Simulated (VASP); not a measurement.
# Ta (I4/mmm) in VASP: a series of runs

Ta is run at these levels: PBE; tasks: single point.

All numbers are computed with VASP 6.6.1; they aren't measurements. Logs are shortened: lines on timing, memory, paths and dates and some standing lists are left out, and cuts for length are marked.

### 1 The cell of the first run

It takes space group I4/mmm (No. 139, tetragonal). The conventional cell has a = 3.170 Å, b = 3.170 Å, c = 3.038 Å, α = 90.00°, β = 90.00°, γ = 90.00°. Ta (site symmetry 4/mmm) has 14 Ta at 2.71 to 3.17 Å within 3.6 Å.

### 2 Single point, PBE (strain -0.040 along x and y, -0.080 along z)

INCAR

```
SYSTEM = Ta
PREC = Accurate
ENCUT = 520
EDIFF = 1E-6
ISMEAR = 0
SIGMA = 0.15
LREAL = .FALSE.
LASPH = .TRUE.
NELM = 60
ALGO = Normal
ISIF = 2
LWAVE = .FALSE.
LCHARG = .FALSE.
GGA = PE
NBANDS = 12
```

KPOINTS

```
regular mesh
0
G
  20 20 20
  0 0 0
```

POSCAR

```
Ta
1.0
   -1.5852288000      1.5852288000      1.5191776000
    1.5852288000     -1.5852288000      1.5191776000
    1.5852288000      1.5852288000     -1.5191776000
Ta
1
Direct
    0.0000000000      0.0000000000      0.0000000000
```

Potentials or basis: VASP PAW PBE potentials, release 64 (Ta_pv).

Run with:

```
$ cat potpaw_PBE.64/Ta_pv/POTCAR > POTCAR
$ mpirun -np 1 vasp_std > vasp.out
```

OUTCAR:

```text
SYSTEM = Ta
   PREC = Accurate
   ENCUT = 520
   EDIFF = 1E-6
   ISMEAR = 0
   LREAL = .FALSE.
   LASPH = .TRUE.
   NELM = 60
   ISIF = 2
   GGA = PE

 ion  position               nearest neighbor table
   1  0.000  0.000  0.000-

  LATTYP: Found a body centered tetragonal cell.
 ALAT       =     3.1704576000
 C/A-ratio  =     0.9583333333

  Lattice vectors:

 A1 = (  -1.5852288000,   1.5852288000,   1.5191776000)
 A2 = (   1.5852288000,  -1.5852288000,   1.5191776000)
 A3 = (   1.5852288000,   1.5852288000,  -1.5191776000)

Analysis of symmetry for initial positions (statically):
=====================================================================
 Subroutine PRICEL returns:
 Original cell was already a primitive cell.

 Routine SETGRP: Setting up the symmetry group for a
 body centered tetragonal supercell.

 Subroutine GETGRP returns: Found 16 space group operations
 (whereof 16 operations were pure point group operations)
 out of a pool of 16 trial point group operations.

The static configuration has the point symmetry D_4h.

Analysis of symmetry for dynamics (positions and initial velocities):
=====================================================================
 Subroutine PRICEL returns:
 Original cell was already a primitive cell.

 Routine SETGRP: Setting up the symmetry group for a
 body centered tetragonal supercell.

 Subroutine GETGRP returns: Found 16 space group operations
 (whereof 16 operations were pure point group operations)
 out of a pool of 16 trial point group operations.

The dynamic configuration has the point symmetry D_4h.

 Subroutine INISYM returns: Found 16 space group operations
 (whereof 16 operations are pure point group operations),
 and found     1 'primitive' translations

----------------------------------------------------------------------------------------

                                     Primitive cell

  volume of cell :      15.2705

  direct lattice vectors                    reciprocal lattice vectors
    -1.585228800  1.585228800  1.519177600     0.000000000  0.315411882  0.329125443
     1.585228800 -1.585228800  1.519177600     0.315411882  0.000000000  0.329125443
     1.585228800  1.585228800 -1.519177600     0.315411882  0.315411882  0.000000000

  length of vectors
     2.708099200  2.708099200  2.708099200     0.455859861  0.455859861  0.446059762

  position of ions in fractional coordinates (direct lattice)
     0.000000000  0.000000000  0.000000000

  ion indices of the primitive-cell ions
   primitive index   ion index
                 1           1

----------------------------------------------------------------------------------------

 KPOINTS: regular mesh

Automatic generation of k-mesh.
 Grid dimensions read from file:
 generate k-points for:   20   20   20

 Generating k-lattice:

  Cartesian coordinates                     Fractional coordinates (reciprocal lattice)
     0.000000000  0.015770594  0.016456272     0.050000000 -0.000000000  0.000000000
     0.015770594  0.000000000  0.016456272    -0.000000000  0.050000000  0.000000000
     0.015770594  0.015770594  0.000000000     0.000000000  0.000000000  0.050000000

  Length of vectors
     0.022792993  0.022792993  0.022302988

  Shift w.r.t. Gamma in fractional coordinates (k-lattice)
     0.000000000  0.000000000  0.000000000

 Subroutine IBZKPT returns following result:
 ===========================================

 Found    641 irreducible k-points:

 Following reciprocal coordinates:
            Coordinates               Weight
  0.000000  0.000000  0.000000      1.000000
  0.050000 -0.000000  0.000000      8.000000
  0.100000 -0.000000  0.000000      8.000000
  0.150000  0.000000  0.000000      8.000000
  0.200000 -0.000000  0.000000      8.000000
  0.250000 -0.000000  0.000000      8.000000
[... 16 lines left out ...]
 -0.400000  0.050000  0.000000     16.000000
 -0.350000  0.050000  0.000000     16.000000
 [... further k-points ...]
   k-points           NKPTS =    641   k-points in BZ     NKDIM =    641   number of bands    NBANDS=     12
   number of dos      NEDOS =    301   number of ions     NIONS =      1
   total plane-waves  NPLWV =   8000
   dimension x,y,z NGX =    20 NGY =   20 NGZ =   20
   dimension x,y,z NGXF=    40 NGYF=   40 NGZF=   40
   ions per type =               1
   NGX,Y,Z   is equivalent  to a cutoff of  12.28, 12.28, 12.28 a.u.
   NGXF,Y,Z  is equivalent  to a cutoff of  24.56, 24.56, 24.56 a.u.
 SYSTEM =  Ta
   PREC   = accura    normal or accurate (medium, high low for compatibility)
   ISTART =      0    job   : 0-new  1-cont  2-samecut
   ICHARG =      2    charge: 1-file 2-atom 10-const
   ISPIN  =      1    spin polarized calculation?
   LNONCOLLINEAR =      F non collinear calculations
   LSORBIT =      F    spin-orbit coupling
   LASPH  =      T    aspherical Exc in radial PAW
   ENCUT  =  520.0 eV  38.22 Ry    6.18 a.u.   5.04  5.04  5.04*2*pi/ulx,y,z
   NELM   =     60;   NELMIN=  2; NELMDL= -5     # of ELM steps
   EDIFF  = 0.1E-05   stopping-criterion for ELM
   LREAL  =      F    real-space projection
   EDIFFG = 0.1E-04   stopping-criterion for IOM
   NSW    =      0    number of steps for IOM
   IBRION =     -1    ionic relax: 0-MD 1-quasi-New 2-CG
   NFREE  =      0    steps in history (QN), initial steepest desc. (CG)
   ISIF   =      2    stress and relaxation
   ISYM   =      2    0-nonsym 1-usesym 2-fastsym
   POTIM  = 0.5000    time-step for ionic-motion
   TEBEG  =    0.0;   TEEND  =   0.0 temperature during run
   PSTRESS=    0.0 pullay stress
   NELECT =      11.0000    total number of electrons
   NUPDOWN=      -1.0000    fix difference up-down
   EMIN   =  10.00;   EMAX   =-10.00  energy-range for DOS
   EFERMI =   0.00;   METHOD = LEGACY
   ISMEAR =     0;   SIGMA  =   0.15  broadening in eV -4-tet -1-fermi 0-gaus
   EFERMI_NEDOS =   21; number of points for ismear=-14 and -15
   IALGO  =     38    algorithm
   IMIX   =      4    mixing-type and parameters
     AMIX     =   0.40;   BMIX     =  1.00
     AMIX_MAG =   1.60;   BMIX_MAG =  1.00
  volume/ion in A,a.u.               =      15.27       103.05
  Fermi-wavevector in a.u.,A,eV,Ry     =   1.467534  2.773238 29.302279  2.153657
  Thomas-Fermi vector in A             =   2.583140
   LORBIT       =      0    0 simple, 1 ext, 2 COOP (PROOUT), +10 PAW based schemes
   GGA     = PE    functional components
   LHFCALC =     F    Hartree Fock is set to
   AEXX    =    0.0000 exact exchange contribution
   IVDW    =     0    specifies the selected vdW correction
   LEPSILON=     F    determine dielectric tensor
   LRPA    =     F    only Hartree local field effects (RPA)
 non-spin polarized calculation
 Gauss-broadening in eV      SIGMA  =   0.15
  energy-cutoff  :      520.00
  volume of cell :       15.27
 maximum number of plane-waves:       424
   NGX =  9   NGY =  9   NGZ =  9

 number of electron      11.0000000 magnetization

 Free energy of the ion-electron system (eV)
  ---------------------------------------------------
  ext. energy  EPLUGINS =         0.00000000
  ---------------------------------------------------
  free energy    TOTEN  =       -11.40000052 eV

  energy without entropy =      -11.38696568  energy(sigma->0) =      -11.39348310

 E-fermi :   6.9261     XC(G=0): -13.4859

 val. band max:        6.9253944070   @ k =   0.0500   0.0500   0.0500
 cond. band min:       6.9431801679   @ k =  -0.2000  -0.2000   0.2000
 fundamental gap:      0.0177857609
 Fermi energy:         6.9260962299

 k-point     1 :       0.0000    0.0000    0.0000
  band No.  band energies     occupation
      1     -25.4894      2.00000
      2     -25.4894      2.00000
      3     -25.4773      2.00000
      4      -1.5971      2.00000
      5       7.1806      0.01640
      6       7.8539      0.00000
      7       7.8539      0.00000
      8      10.9963      0.00000
      9      11.9597      0.00000
     10      22.4393      0.00000
     11      22.4393      0.00000
     12      23.3276      0.00000

 k-point     2 :       0.0500   -0.0000    0.0000
  band No.  band energies     occupation
      1     -25.5390      2.00000
      2     -25.5060      2.00000
      3     -25.4843      2.00000
      4      -1.4549      2.00000
      5       7.1902      0.01276
      6       7.8191      0.00000
      7       7.8817      0.00000
      8      10.9673      0.00000
      9      11.8251      0.00000
     10      22.1660      0.00000
     11      22.6847      0.00000
     12      22.7056      0.00000

 k-point     3 :       0.1000   -0.0000    0.0000
  band No.  band energies     occupation
      1     -25.6964      2.00000
      2     -25.5537      2.00000
      3     -25.4886      2.00000
      4      -1.0445      2.00000
      5       7.0571      0.21662
      6       7.6851      0.00000
      7       8.1462      0.00000
      8      10.8776      0.00000
      9      11.5790      0.00000
     10      22.1658      0.00000
     11      23.2481      0.00000
     12      23.3971      0.00000

 k-point     4 :       0.1500    0.0000    0.0000
  band No.  band energies     occupation
      1     -25.9355      2.00000
      2     -25.6272      2.00000
      3     -25.4946      2.00000
      4      -0.4157      2.00000
      5       6.7156      1.95278
      6       7.4056      0.00001
      7       8.7578      0.00000
      8      10.7931      0.00000
      9      11.4549      0.00000
     10      22.1655      0.00000
     11      23.7652      0.00000
     12      24.5174      0.00000

 k-point     5 :       0.2000   -0.0000    0.0000
  band No.  band energies     occupation
      1     -26.2261      2.00000
      2     -25.7186      2.00000
      3     -25.5021      2.00000
      4       0.3408      2.00000
      5       6.2803      2.00000
      6       7.0391      0.28677
      7       9.6478      0.00000
      8      10.8572      0.00000
      9      11.4827      0.00000
     10      22.1647      0.00000
     11      23.9635      0.00000
     12      25.9746      0.00000
[... 228 lines left out ...]
      1     -27.4342      2.00000
      2     -26.1398      2.00000
      3     -25.5571      2.00000
      4       1.8258      2.00000
      5       4.6409      2.00000
      6       9.2606      0.00000
      7      11.6086      0.00000
      8      13.1423      0.00000
      9      16.4803      0.00000
     10      19.8984      0.00000
     11      21.5731      0.00000
     12      22.2322      0.00000

 k-point    22 :      -0.4500    0.0500   -0.0000
  band No.  band energies     occupation
      1     -27.3497      2.00000
      2     -26.1096      2.00000
      3     -25.5529      2.00000
      4       1.8825      2.00000
      5       4.7503      2.00000
      6       8.6195      0.00000
      7      11.7038      0.00000
      8      12.8259      0.00000
      9      15.6476      0.00000
     10      20.2913      0.00000
     11      22.0644      0.00000
     12      22.4939      0.00000

 k-point    23 :      -0.4000    0.0500    0.0000
  band No.  band energies     occupation
      1     -27.1887      2.00000
      2     -26.0512      2.00000
      3     -25.5464      2.00000
      4       1.9337      2.00000
      5       4.9604      2.00000
      6       7.7350      0.00000
      7      11.6915      0.00000
      8      12.4018      0.00000
      9      14.3680      0.00000
     10      20.9832      0.00000
     11      22.1513      0.00000
     12      23.6555      0.00000

 k-point    24 :      -0.3500    0.0500    0.0000
  band No.  band energies     occupation
      1     -26.9629      2.00000
      2     -25.9695      2.00000
      3     -25.5382      2.00000
      4       1.8440      2.00000
      5       5.2611      2.00000
      6       6.9968      0.50478
      7      11.4207      0.00000
      8      12.0813      0.00000
      9      12.9719      0.00000
     10      21.9110      0.00000
     11      22.1725      0.00000
     12      25.0801      0.00000

 [... further k-points ...]

------------------------ aborting loop because EDIFF is reached ----------------------------------------

  FORCE on cell =-STRESS in cart. coord.  units (eV):
  Direction    XX          YY          ZZ          XY          YZ          ZX
  --------------------------------------------------------------------------------------
  -------------------------------------------------------------------------------------
  Total        4.5229105      4.5229105      5.2055472      0.0000000      0.0000000      0.0000000
  in kB      474.5436045    474.5436045    546.1658313      0.0000000      0.0000000      0.0000000
  external PRESSURE =     498.4176801 kB  Pullay stress =       0.0000000 kB

 VOLUME and BASIS-vectors are now :
 -----------------------------------------------------------------------------
  energy-cutoff  :      520.00
  volume of cell :       15.27
      direct lattice vectors                 reciprocal lattice vectors
    -1.585228800  1.585228800  1.519177600     0.000000000  0.315411882  0.329125443
     1.585228800 -1.585228800  1.519177600     0.315411882  0.000000000  0.329125443
     1.585228800  1.585228800 -1.519177600     0.315411882  0.315411882  0.000000000

 POSITION                                       TOTAL-FORCE (eV/Angst)
 -----------------------------------------------------------------------------------
      0.00000      0.00000      0.00000        -0.000000      0.000000      0.000000
 -----------------------------------------------------------------------------------
    total drift:                                0.000000     -0.000000      0.000000

  FREE ENERGIE OF THE ION-ELECTRON SYSTEM (eV)
  ---------------------------------------------------
  free  energy   TOTEN  =       -11.4000005247 eV

  energy  without entropy=      -11.3869656758  energy(sigma->0) =      -11.39348310
```

Run time: 38 s. Hardware: 1 thread of Intel Xeon 6975P-C (Granite Rapids), shared host; peak memory 0.22 GiB.

What came out:

* Free energy: -11.4000 eV
* Pressure: 49.8 GPa
* Band gap on the k mesh: zero (an odd number of electrons rules out a gap without spin polarisation)

Levels at points of the mesh, in eV from the Fermi level:
```
           k point  band 2  band 3  band 4  band 5  band 6  band 7  band 8  band 9
(0.00, 0.00, 0.00)  -32.42  -32.40   -8.52    0.25    0.93    0.93    4.07    5.03
(0.50, 0.00, 0.00)  -33.06  -32.46   -5.21   -2.34    2.66    4.72    6.19    9.55
(0.50, 0.50, 0.00)  -32.98  -32.40   -5.19   -1.66    2.27    3.99    5.52    9.42
(0.50, 0.50, 0.50)  -33.81  -33.64   -5.00   -4.85    8.20    8.20    8.42    9.96
```

Caveat: the cell differs from its parent crystal (strain -0.040 along x and y, -0.080 along z); the cell stands under pressure; spin-orbit coupling is left out, which moves the levels of the heavy elements.

(Part 1 of 2 ends here.)
